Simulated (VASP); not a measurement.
# CoSi (P4/mmm) in VASP: further runs, part 2 of 2

VASP 6.6.1. Earlier steps stand in the parts before.

### 4 Single point, PBE, collinear spin, ferromagnetic start

This run uses another cell than the first one: it holds 2 atoms, not 4.

INCAR

```
SYSTEM = CoSi
PREC = Accurate
ENCUT = 520
EDIFF = 1E-7
ISMEAR = 0
SIGMA = 0.1
LREAL = .False.
LASPH = .True.
NELM = 150
ALGO = Normal
ISIF = 2
LWAVE = .False.
LCHARG = .False.
ISPIN = 2
MAGMOM = 3.5 0
LORBIT = 11
LMAXMIX = 4
GGA = PE
NBANDS = 18
```

KPOINTS

```
regular mesh
0
Gamma
  16 16 14
  0 0 0
```

POSCAR

```
CoSi
1.0
    2.6168231338      0.0000000000      0.0000000000
    0.0000000000      2.6168231338      0.0000000000
    0.0000000000      0.0000000000      3.1358237220
Co Si
1 1
Direct
    0.0000000000      0.0000000000      0.0000000000
    0.5000000000      0.5000000000      0.5000000000
```

Potentials or basis: VASP PAW PBE potentials, release 64 (Co, Si).

On the command line:

```sh
$ cat potpaw_PBE.64/Co/POTCAR potpaw_PBE.64/Si/POTCAR > POTCAR
$ mpirun -np 1 vasp_std > vasp.out
```

OUTCAR:

```text
SYSTEM = CoSi
   PREC = Accurate
   ENCUT = 520
   EDIFF = 1E-7
   ISMEAR = 0
   LREAL = .False.
   LASPH = .True.
   NELM = 150
   ISIF = 2
   ISPIN = 2
   LORBIT = 11
   GGA = PE

 ion  position               nearest neighbor table
   1  0.000  0.000  0.000-   2 2.43   2 2.43   2 2.43   2 2.43   2 2.43   2 2.43   2 2.43   2 2.43

   2  0.500  0.500  0.500-   1 2.43   1 2.43   1 2.43   1 2.43   1 2.43   1 2.43   1 2.43   1 2.43

  LATTYP: Found a simple tetragonal cell.
 ALAT       =     2.6168231338
 C/A-ratio  =     1.1983323143

  Lattice vectors:

 A1 = (   2.6168231338,   0.0000000000,   0.0000000000)
 A2 = (   0.0000000000,   2.6168231338,   0.0000000000)
 A3 = (   0.0000000000,   0.0000000000,   3.1358237220)

Analysis of symmetry for initial positions (statically):
=====================================================================
 Subroutine PRICEL returns:
 Original cell was already a primitive cell.

 Routine SETGRP: Setting up the symmetry group for a
 simple tetragonal supercell.

 Subroutine GETGRP returns: Found 16 space group operations
 (whereof 16 operations were pure point group operations)
 out of a pool of 16 trial point group operations.

The static configuration has the point symmetry D_4h.

Analysis of symmetry for dynamics (positions and initial velocities):
=====================================================================
 Subroutine PRICEL returns:
 Original cell was already a primitive cell.

 Routine SETGRP: Setting up the symmetry group for a
 simple tetragonal supercell.

 Subroutine GETGRP returns: Found 16 space group operations
 (whereof 16 operations were pure point group operations)
 out of a pool of 16 trial point group operations.

The dynamic configuration has the point symmetry D_4h.

Analysis of structural, dynamic, and magnetic symmetry:
=====================================================================
 Subroutine PRICEL returns:
 Original cell was already a primitive cell.

 Routine SETGRP: Setting up the symmetry group for a
 simple tetragonal supercell.

 Subroutine GETGRP returns: Found 16 space group operations
 (whereof 16 operations were pure point group operations)
 out of a pool of 16 trial point group operations.

The overall configuration has the point symmetry D_4h.

 Subroutine INISYM returns: Found 16 space group operations
 (whereof 16 operations are pure point group operations),
 and found     1 'primitive' translations

----------------------------------------------------------------------------------------

                                     Primitive cell

  volume of cell :      21.4734

  direct lattice vectors                    reciprocal lattice vectors
     2.616823134  0.000000000  0.000000000     0.382142754  0.000000000  0.000000000
     0.000000000  2.616823134  0.000000000     0.000000000  0.382142754  0.000000000
     0.000000000  0.000000000  3.135823722     0.000000000  0.000000000  0.318895476

  length of vectors
     2.616823134  2.616823134  3.135823722     0.382142754  0.382142754  0.318895476

  position of ions in fractional coordinates (direct lattice)
     0.000000000  0.000000000  0.000000000
     0.500000000  0.500000000  0.500000000

  ion indices of the primitive-cell ions
   primitive index   ion index
                 1           1
[... 61 lines left out ...]
   NGX,Y,Z   is equivalent  to a cutoff of  12.71, 12.71, 12.72 a.u.
   NGXF,Y,Z  is equivalent  to a cutoff of  25.41, 25.41, 25.45 a.u.
 SYSTEM =  CoSi
   PREC   = accura    normal or accurate (medium, high low for compatibility)
   ISTART =      0    job   : 0-new  1-cont  2-samecut
   ICHARG =      2    charge: 1-file 2-atom 10-const
   ISPIN  =      2    spin polarized calculation?
   LNONCOLLINEAR =      F non collinear calculations
   LSORBIT =      F    spin-orbit coupling
   LASPH  =      T    aspherical Exc in radial PAW
   ENCUT  =  520.0 eV  38.22 Ry    6.18 a.u.   4.87  4.87  5.83*2*pi/ulx,y,z
   NELM   =    150;   NELMIN=  2; NELMDL= -5     # of ELM steps
   EDIFF  = 0.1E-06   stopping-criterion for ELM
   LREAL  =      F    real-space projection
   EDIFFG = 0.1E-05   stopping-criterion for IOM
   NSW    =      0    number of steps for IOM
   IBRION =     -1    ionic relax: 0-MD 1-quasi-New 2-CG
   NFREE  =      0    steps in history (QN), initial steepest desc. (CG)
   ISIF   =      2    stress and relaxation
   ISYM   =      2    0-nonsym 1-usesym 2-fastsym
   POTIM  = 0.5000    time-step for ionic-motion
   TEBEG  =    0.0;   TEEND  =   0.0 temperature during run
   PSTRESS=    0.0 pullay stress
   NELECT =      13.0000    total number of electrons
   NUPDOWN=      -1.0000    fix difference up-down
   EMIN   =  10.00;   EMAX   =-10.00  energy-range for DOS
   EFERMI =   0.00;   METHOD = LEGACY
   ISMEAR =     0;   SIGMA  =   0.10  broadening in eV -4-tet -1-fermi 0-gaus
   EFERMI_NEDOS =   21; number of points for ismear=-14 and -15
   IALGO  =     38    algorithm
   IMIX   =      4    mixing-type and parameters
     AMIX     =   0.40;   BMIX     =  1.00
     AMIX_MAG =   1.60;   BMIX_MAG =  1.00
  volume/ion in A,a.u.               =      10.74        72.45
  Fermi-wavevector in a.u.,A,eV,Ry     =   1.384913  2.617106 26.095756  1.917984
  Thomas-Fermi vector in A             =   2.509373
   LORBIT       =     11    0 simple, 1 ext, 2 COOP (PROOUT), +10 PAW based schemes
   GGA     = PE    functional components
   LHFCALC =     F    Hartree Fock is set to
   AEXX    =    0.0000 exact exchange contribution
   IVDW    =     0    specifies the selected vdW correction
   LEPSILON=     F    determine dielectric tensor
   LRPA    =     F    only Hartree local field effects (RPA)
 spin polarized calculation
 Gauss-broadening in eV      SIGMA  =   0.10
  energy-cutoff  :      520.00
  volume of cell :       21.47
 maximum number of plane-waves:       600
 NGX is ok and might be reduce to    20

 number of electron      12.9999994 magnetization       0.2405079

 Free energy of the ion-electron system (eV)
  ---------------------------------------------------
  ext. energy  EPLUGINS =         0.00000000
  ---------------------------------------------------
  free energy    TOTEN  =       -13.27912925 eV

  energy without entropy =      -13.27164068  energy(sigma->0) =      -13.27538497

 E-fermi :  12.7632     XC(G=0): -12.9512

 val. band max:       12.7613545187   @ k =   0.3750   0.0625   0.0714
 cond. band min:      12.7655098784   @ k =   0.4375   0.1250   0.0714
 fundamental gap:      0.0041553597
 Fermi energy:        12.7632297076

 spin component 1

 k-point     1 :       0.0000    0.0000    0.0000
  band No.  band energies     occupation
      1      -1.4772      1.00000
      2       8.6723      1.00000
      3       8.9588      1.00000
      4      11.3287      1.00000
      5      11.3287      1.00000
      6      11.8705      1.00000
[... 493 lines left out ...]
     17      36.4913      0.00000
     18      38.3098      0.00000

 [... further k-points ...]

 spin component 2

 k-point     1 :       0.0000    0.0000    0.0000
  band No.  band energies     occupation
      1      -1.4826      1.00000
      2       8.8585      1.00000
      3       9.3432      1.00000
      4      11.5086      1.00000
      5      11.5086      1.00000
      6      12.0113      1.00000
[... 493 lines left out ...]
     17      36.5041      0.00000
     18      38.3351      0.00000

 [... further k-points ...]
[... 5 lines left out ...]
  --------------------------------------------------------------------------------------
  -------------------------------------------------------------------------------------
  Total        0.0994044      0.0994044     -0.1441458      0.0000000     -0.0000000      0.0000000
  in kB        7.4167849      7.4167849    -10.7550409      0.0000000     -0.0000000      0.0000000
  external PRESSURE =       1.3595096 kB  Pullay stress =       0.0000000 kB

 VOLUME and BASIS-vectors are now :
 -----------------------------------------------------------------------------
  energy-cutoff  :      520.00
  volume of cell :       21.47
      direct lattice vectors                 reciprocal lattice vectors
     2.616823134  0.000000000  0.000000000     0.382142754  0.000000000  0.000000000
     0.000000000  2.616823134  0.000000000     0.000000000  0.382142754  0.000000000
     0.000000000  0.000000000  3.135823722     0.000000000  0.000000000  0.318895476

 POSITION                                       TOTAL-FORCE (eV/Angst)
 -----------------------------------------------------------------------------------
      0.00000      0.00000      0.00000         0.000000      0.000000      0.000000
      1.30841      1.30841      1.56791         0.000000      0.000000      0.000000
 -----------------------------------------------------------------------------------
    total drift:                               -0.000000      0.000000     -0.000000

  FREE ENERGIE OF THE ION-ELECTRON SYSTEM (eV)
  ---------------------------------------------------
  free  energy   TOTEN  =       -13.2791292530 eV

  energy  without entropy=      -13.2716406787  energy(sigma->0) =      -13.27538497

 total charge

# of ion       s       p       d       tot
------------------------------------------
    1        0.447   0.590   7.567   8.603
    2        0.702   0.877   0.000   1.579
--------------------------------------------------
tot          1.149   1.467   7.567  10.182

 magnetization (x)

# of ion       s       p       d       tot
------------------------------------------
    1       -0.001  -0.003   0.255   0.251
    2       -0.001   0.002   0.000   0.002
--------------------------------------------------
tot         -0.002  -0.000   0.255   0.252
```

stdout:

```text
POSCAR found type information on POSCAR CoSi
 POSCAR found :  2 types and       2 ions
 scaLAPACK will be used
 LDA part: xc-table for (Slater+PW92), standard interpolation
 POSCAR, INCAR and KPOINTS ok, starting setup
 FFT: planning ... GRIDC
 FFT: planning ... GRID_SOFT
 FFT: planning ... GRID
 WAVECAR not read
 entering main loop
```

Wall time 4.6 min (1 thread of Oxide Virtual Turin-like, shared host); peak memory 0.27 GiB.

What came out:

| Item | Value |
| --- | --- |
| Free energy | -13.2791 eV |
| Pressure | 0.1 GPa |
| Net moment | 0.24 μB per cell |
| Site moments | Co +0.25; Si +0.00 μB |
| Valence electrons inside the program's atomic spheres | Co 8.60; Si 1.58 |
